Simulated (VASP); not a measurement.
# CaH4 (tetrahydride) (I4/mmm) in VASP: further runs

The runs below take CaH4 (tetrahydride) through single point, with PBEsol.

Program: VASP 6.6.1. These are calculated values, not measurements. Logs are shortened: lines on timing, memory, paths and dates and some standing lists are left out, and cuts for length are marked.

### Step 1. The cell of the first run

It takes space group I4/mmm (No. 139, tetragonal). The conventional cell has a = 3.285 Å, b = 3.285 Å, c = 5.507 Å, α = 90.00°, β = 90.00°, γ = 90.00°. Ca (site symmetry 4/mmm) has 18 H at 2.14 to 2.45 Å within 2.8 Å. H (site symmetry -4m2) has 12 H at 1.96 to 2.35 Å and 4 Ca at 2.14 Å within 2.6 Å. Within 0.8 Å of H (site symmetry 4mm) lie 1 H at 0.60 Å.

### Step 2. Single point, PBEsol

INCAR

```
PREC = Accurate ; ENCUT = 500
EDIFF = 1E-6 ; ISMEAR = 0
SIGMA = 0.03 ; LREAL = False
LASPH = True ; NELM = 120
ALGO = Normal ; ISIF = 2
LWAVE = False ; LCHARG = True
GGA = PS ; LELF = True
LVHAR = True ; NBANDS = 15
GGA_COMPAT = False
```

KPOINTS

```
regular mesh
0
Gamma
  10 10 10
```

POSCAR

```
CaH4
1.0
   -1.6423997432      1.6423997432      2.7535200863
    1.6423997432     -1.6423997432      2.7535200863
    1.6423997432      1.6423997432     -2.7535200863
Ca H
1 4
Direct
    0.0000000000      0.0000000000      0.0000000000
    0.7500000000      0.2500000000      0.5000000000
    0.2500000000      0.7500000000      0.5000000000
    0.4451855333      0.4451855333      0.0000000000
    0.5548144667      0.5548144667      0.0000000000
```

Potentials or basis: VASP PAW PBE potentials, release 64 (Ca_sv, H).

The run is started by

```console
cat potpaw_PBE.64/Ca_sv/POTCAR potpaw_PBE.64/H/POTCAR > POTCAR
mpirun -np 1 vasp_std > vasp.out
```

OUTCAR:

```text
PREC = Accurate
   ENCUT = 500
   EDIFF = 1E-6
   ISMEAR = 0
   LREAL = False
   LASPH = True
   NELM = 120
   ISIF = 2
   GGA = PS

 ion  position               nearest neighbor table
   1  0.000  0.000  0.000-
   2  0.750  0.250  0.500-
   3  0.250  0.750  0.500-
   4  0.445  0.445  0.000-   5 0.60
   5  0.555  0.555  0.000-   4 0.60

  LATTYP: Found a body centered tetragonal cell.
 ALAT       =     3.2847994864
 C/A-ratio  =     1.6765224774

  Lattice vectors:

 A1 = (  -1.6423997432,   1.6423997432,   2.7535200863)
 A2 = (   1.6423997432,  -1.6423997432,   2.7535200863)
 A3 = (   1.6423997432,   1.6423997432,  -2.7535200863)

Analysis of symmetry for initial positions (statically):
=====================================================================
 Subroutine PRICEL returns:
 Original cell was already a primitive cell.

 Routine SETGRP: Setting up the symmetry group for a
 body centered tetragonal supercell.

 Subroutine GETGRP returns: Found 16 space group operations
 (whereof 16 operations were pure point group operations)
 out of a pool of 16 trial point group operations.

The static configuration has the point symmetry D_4h.

Analysis of symmetry for dynamics (positions and initial velocities):
=====================================================================
 Subroutine PRICEL returns:
 Original cell was already a primitive cell.

 Routine SETGRP: Setting up the symmetry group for a
 body centered tetragonal supercell.

 Subroutine GETGRP returns: Found 16 space group operations
 (whereof 16 operations were pure point group operations)
 out of a pool of 16 trial point group operations.

The dynamic configuration has the point symmetry D_4h.

 Subroutine INISYM returns: Found 16 space group operations
 (whereof 16 operations are pure point group operations),
 and found     1 'primitive' translations

----------------------------------------------------------------------------------------

                                     Primitive cell

  volume of cell :      29.7102

  direct lattice vectors                    reciprocal lattice vectors
    -1.642399743  1.642399743  2.753520086     0.000000000  0.304432585  0.181585746
     1.642399743 -1.642399743  2.753520086     0.304432585  0.000000000  0.181585746
     1.642399743  1.642399743 -2.753520086     0.304432585  0.304432585  0.000000000

  length of vectors
     3.602336283  3.602336283  3.602336283     0.354475080  0.354475080  0.430532691

  position of ions in fractional coordinates (direct lattice)
     0.000000000  0.000000000  0.000000000
     0.750000000  0.250000000  0.500000000
     0.250000000  0.750000000  0.500000000
     0.445185533  0.445185533  0.000000000
     0.554814467  0.554814467  0.000000000

  ion indices of the primitive-cell ions
   primitive index   ion index
                 1           1
                 2           2
                 3           3
                 4           4
                 5           5

----------------------------------------------------------------------------------------

 KPOINTS: regular mesh

Automatic generation of k-mesh.
 Grid dimensions read from file:
 generate k-points for:   10   10   10

 Generating k-lattice:

  Cartesian coordinates                     Fractional coordinates (reciprocal lattice)
     0.000000000  0.030443259  0.018158575     0.100000000 -0.000000000  0.000000000
     0.030443259  0.000000000  0.018158575    -0.000000000  0.100000000  0.000000000
     0.030443259  0.030443259  0.000000000     0.000000000  0.000000000  0.100000000

  Length of vectors
     0.035447508  0.035447508  0.043053269

  Shift w.r.t. Gamma in fractional coordinates (k-lattice)
     0.000000000  0.000000000  0.000000000

 Subroutine IBZKPT returns following result:
 ===========================================

 Found    102 irreducible k-points:

 Following reciprocal coordinates:
            Coordinates               Weight
  0.000000  0.000000  0.000000      1.000000
  0.100000 -0.000000  0.000000      8.000000
  0.200000 -0.000000  0.000000      8.000000
  0.300000 -0.000000  0.000000      8.000000
  0.400000 -0.000000  0.000000      8.000000
  0.500000  0.000000  0.000000      4.000000
[... 16 lines left out ...]
  0.300000  0.300000  0.000000      8.000000
  0.400000  0.300000  0.000000     16.000000
 [... further k-points ...]
   k-points           NKPTS =    102   k-points in BZ     NKDIM =    102   number of bands    NBANDS=     15
   number of dos      NEDOS =    301   number of ions     NIONS =      5
   total plane-waves  NPLWV =  21952
   dimension x,y,z NGX =    28 NGY =   28 NGZ =   28
   dimension x,y,z NGXF=    56 NGYF=   56 NGZF=   56
   ions per type =               1   4
   NGX,Y,Z   is equivalent  to a cutoff of  12.92, 12.92, 12.92 a.u.
   NGXF,Y,Z  is equivalent  to a cutoff of  25.84, 25.84, 25.84 a.u.
 SYSTEM =  unknown system
   PREC   = accura    normal or accurate (medium, high low for compatibility)
   ISTART =      0    job   : 0-new  1-cont  2-samecut
   ICHARG =      2    charge: 1-file 2-atom 10-const
   ISPIN  =      1    spin polarized calculation?
   LNONCOLLINEAR =      F non collinear calculations
   LSORBIT =      F    spin-orbit coupling
   LASPH  =      T    aspherical Exc in radial PAW
   ENCUT  =  500.0 eV  36.75 Ry    6.06 a.u.   6.57  6.57  6.57*2*pi/ulx,y,z
   NELM   =    120;   NELMIN=  2; NELMDL= -5     # of ELM steps
   EDIFF  = 0.1E-05   stopping-criterion for ELM
   LREAL  =      F    real-space projection
   EDIFFG = 0.1E-04   stopping-criterion for IOM
   NSW    =      0    number of steps for IOM
   IBRION =     -1    ionic relax: 0-MD 1-quasi-New 2-CG
   NFREE  =      0    steps in history (QN), initial steepest desc. (CG)
   ISIF   =      2    stress and relaxation
   ISYM   =      2    0-nonsym 1-usesym 2-fastsym
   POTIM  = 0.5000    time-step for ionic-motion
   TEBEG  =    0.0;   TEEND  =   0.0 temperature during run
   PSTRESS=    0.0 pullay stress
   NELECT =      14.0000    total number of electrons
   NUPDOWN=      -1.0000    fix difference up-down
   EMIN   =  10.00;   EMAX   =-10.00  energy-range for DOS
   EFERMI =   0.00;   METHOD = LEGACY
   ISMEAR =     0;   SIGMA  =   0.03  broadening in eV -4-tet -1-fermi 0-gaus
   EFERMI_NEDOS =   21; number of points for ismear=-14 and -15
   IALGO  =     38    algorithm
   IMIX   =      4    mixing-type and parameters
     AMIX     =   0.40;   BMIX     =  1.00
     AMIX_MAG =   1.60;   BMIX_MAG =  1.00
  volume/ion in A,a.u.               =       5.94        40.10
  Fermi-wavevector in a.u.,A,eV,Ry     =   1.273940  2.407397 22.081197  1.622922
  Thomas-Fermi vector in A             =   2.406735
   LORBIT       =      0    0 simple, 1 ext, 2 COOP (PROOUT), +10 PAW based schemes
   GGA     = PS    functional components
   LHFCALC =     F    Hartree Fock is set to
   AEXX    =    0.0000 exact exchange contribution
   IVDW    =     0    specifies the selected vdW correction
   LEPSILON=     F    determine dielectric tensor
   LRPA    =     F    only Hartree local field effects (RPA)
 non-spin polarized calculation
 Gauss-broadening in eV      SIGMA  =   0.03
  energy-cutoff  :      500.00
  volume of cell :       29.71
 maximum number of plane-waves:       765
 NGX is ok and might be reduce to    28
   NGX = 13   NGY = 13   NGZ = 13

 number of electron      14.0000003 magnetization

 Free energy of the ion-electron system (eV)
  ---------------------------------------------------
  ext. energy  EPLUGINS =         0.00000000
  ---------------------------------------------------
  free energy    TOTEN  =       -15.20652122 eV

  energy without entropy =      -15.20652122  energy(sigma->0) =      -15.20652122

 E-fermi :   5.2512     XC(G=0): -10.8921

 val. band max:        5.0739829054   @ k =   0.0000   0.0000   0.0000
 cond. band min:       5.7722057593   @ k =   0.5000   0.0000   0.0000
 fundamental gap:      0.6982228539
 Fermi energy:         5.2512370474

 k-point     1 :       0.0000    0.0000    0.0000
  band No.  band energies     occupation
      1     -35.3882      2.00000
      2     -16.3131      2.00000
      3     -16.3131      2.00000
      4     -16.3042      2.00000
      5      -7.8385      2.00000
      6       1.8996      2.00000
      7       5.0740      2.00000
      8       6.6066      0.00000
      9       7.6598      0.00000
     10       7.6598      0.00000
     11       9.2769      0.00000
     12      10.1762      0.00000
     13      11.0756      0.00000
     14      15.9375      0.00000
     15      15.9375      0.00000

 k-point     2 :       0.1000   -0.0000    0.0000
  band No.  band energies     occupation
      1     -35.3790      2.00000
      2     -16.3999      2.00000
      3     -16.3173      2.00000
      4     -16.3137      2.00000
      5      -7.6467      2.00000
      6       1.7495      2.00000
      7       4.1915      2.00000
      8       6.8286      0.00000
      9       7.7752      0.00000
     10       8.3805      0.00000
     11       9.0314      0.00000
     12       9.8600      0.00000
     13      11.8175      0.00000
     14      16.3228      0.00000
     15      16.4858      0.00000
[... 365 lines left out ...]
      3     -16.7201      2.00000
      4     -16.4449      2.00000
      5      -5.8900      2.00000
      6      -0.0835      2.00000
      7       1.3361      2.00000
      8       7.2804      0.00000
      9       9.0591      0.00000
     10       9.2140      0.00000
     11      10.7392      0.00000
     12      12.4568      0.00000
     13      12.7231      0.00000
     14      14.7009      0.00000
     15      16.0206      0.00000

 k-point    24 :       0.4000    0.3000    0.0000
  band No.  band energies     occupation
      1     -35.2576      2.00000
      2     -16.9003      2.00000
      3     -16.7013      2.00000
      4     -16.4622      2.00000
      5      -5.8863      2.00000
      6      -0.0604      2.00000
      7       1.3178      2.00000
      8       7.3473      0.00000
      9       8.6201      0.00000
     10       9.8496      0.00000
     11      10.7977      0.00000
     12      12.1050      0.00000
     13      13.2387      0.00000
     14      13.5947      0.00000
     15      17.1793      0.00000

 [... further k-points ...]

------------------------ aborting loop because EDIFF is reached ----------------------------------------

  FORCE on cell =-STRESS in cart. coord.  units (eV):
  Direction    XX          YY          ZZ          XY          YZ          ZX
  --------------------------------------------------------------------------------------
  -------------------------------------------------------------------------------------
  Total        5.1264468      5.1264468      9.9971007      0.0000000      0.0000000      0.0000000
  in kB      276.4528409    276.4528409    539.1115918      0.0000000      0.0000000      0.0000000
  external PRESSURE =     364.0057579 kB  Pullay stress =       0.0000000 kB

 VOLUME and BASIS-vectors are now :
 -----------------------------------------------------------------------------
  energy-cutoff  :      500.00
  volume of cell :       29.71
      direct lattice vectors                 reciprocal lattice vectors
    -1.642399743  1.642399743  2.753520086     0.000000000  0.304432585  0.181585746
     1.642399743 -1.642399743  2.753520086     0.304432585  0.000000000  0.181585746
     1.642399743  1.642399743 -2.753520086     0.304432585  0.304432585  0.000000000

 POSITION                                       TOTAL-FORCE (eV/Angst)
 -----------------------------------------------------------------------------------
      0.00000      0.00000      0.00000        -0.000000     -0.000000      0.000000
      0.00000      1.64240      1.37676        -0.000000     -0.000000      0.000000
      1.64240      0.00000      1.37676        -0.000000     -0.000000      0.000000
      0.00000      0.00000      2.45165         0.000000      0.000000     -9.811906
      0.00000      0.00000      3.05539        -0.000000     -0.000000      9.811906
 -----------------------------------------------------------------------------------
    total drift:                               -0.000000     -0.000000      0.000000

  FREE ENERGIE OF THE ION-ELECTRON SYSTEM (eV)
  ---------------------------------------------------
  free  energy   TOTEN  =       -15.2065212201 eV

  energy  without entropy=      -15.2065212201  energy(sigma->0) =      -15.20652122
```

It took 63 s on 1 thread of Intel Xeon 8259CL, shared host; peak memory 0.18 GiB.

Results:

* Free energy: -15.2065 eV
* Pressure: 36.4 GPa
* Largest force: 9.812 eV/Å
* Band gap on the k mesh: 0.70 eV, indirect (least direct gap 1.53 eV)

Forces in eV/Å, atoms in the order of the input:
```
Ca   0.000  0.000  0.000
H    0.000  0.000  0.000
H    0.000  0.000  0.000
H    0.000  0.000 -9.812
H    0.000  0.000  9.812
```

Levels at points of the mesh, in eV from the valence-band top:
```
           k point  band 5  band 6  band 7  band 8  band 9  band 10
(0.00, 0.00, 0.00)  -12.91   -3.17    0.00    1.53    2.59     2.59
(0.50, 0.00, 0.00)  -10.65   -6.18   -2.13    0.70    2.26     5.21
(0.50, 0.50, 0.00)  -11.28   -4.87   -3.68    3.11    4.13     4.99
(0.50, 0.50, 0.50)  -11.35   -5.58   -3.62    5.05    5.72     5.84
```

Caveat: the PAW data sets were made with another functional, which shifts forces and pressure a little. PBEsol gaps usually lie below the measured ones, often by a third to a half.

### Step 3. Single point, PBEsol

INCAR

```
  PREC = Accurate
  ENCUT = 500
  EDIFF = 1E-6
  ISMEAR = 0
  SIGMA = 0.03
  LREAL = False
  LASPH = True
  NELM = 120
  ALGO = Normal
  ISIF = 2
  LWAVE = False
  LCHARG = False
  GGA = PS
  NBANDS = 15
  GGA_COMPAT = False
```

KPOINTS

```
Automatic mesh
0
Gamma
  10 10 10
```

Edit POSCAR of step 2 so:

```diff
@@ -11,3 +11,3 @@
     0.2500000000      0.7500000000      0.5000000000
-    0.4451855333      0.4451855333      0.0000000000
-    0.5548144667      0.5548144667      0.0000000000
+    0.4406458897      0.4406458897      0.0000000000
+    0.5593541103      0.5593541103      0.0000000000
```

Potentials or basis: VASP PAW PBE potentials, release 64 (Ca_sv, H).

The run is started by

```console
cat potpaw_PBE.64/Ca_sv/POTCAR potpaw_PBE.64/H/POTCAR > POTCAR
mpirun -np 1 vasp_std > vasp.out
```

Run time: 73 s. Hardware: 1 thread of Intel Xeon 8259CL, shared host; peak memory 0.19 GiB.

It converged, with:

* Free energy: -15.5953 eV
* Pressure: 32.7 GPa
* Largest force: 5.969 eV/Å
* Band gap on the k mesh: 0.66 eV, indirect (least direct gap 1.57 eV)

Forces on the atoms (eV/Å):
```
Ca   0.000  0.000  0.000
H    0.000  0.000  0.000
H    0.000  0.000  0.000
H    0.000  0.000 -5.969
H    0.000  0.000  5.969
```

Stress tensor (GPa, compression positive):
```
27.13  0.00  0.00
 0.00 27.13  0.00
 0.00  0.00 43.73
```

Levels at points of the mesh, in eV from the valence-band top:
```csv
k point,band 3,band 4,band 5,band 6,band 7,band 8,band 9,band 10,band 11,band 12
"(0.00, 0.00, 0.00)",-21.35,-21.35,-12.72,-2.86,0.00,1.57,2.59,2.59,4.23,5.13
"(0.50, 0.00, 0.00)",-21.47,-21.35,-10.32,-6.21,-2.04,0.66,2.28,5.24,5.58,7.32
"(0.50, 0.50, 0.00)",-21.73,-21.48,-10.95,-4.88,-3.69,2.84,4.26,5.02,5.58,6.21
"(0.50, 0.50, 0.50)",-21.46,-21.46,-11.02,-5.64,-3.61,5.26,5.76,5.87,5.87,6.58
```

Caveat: the PAW data sets were made with another functional, which shifts forces and pressure a little.
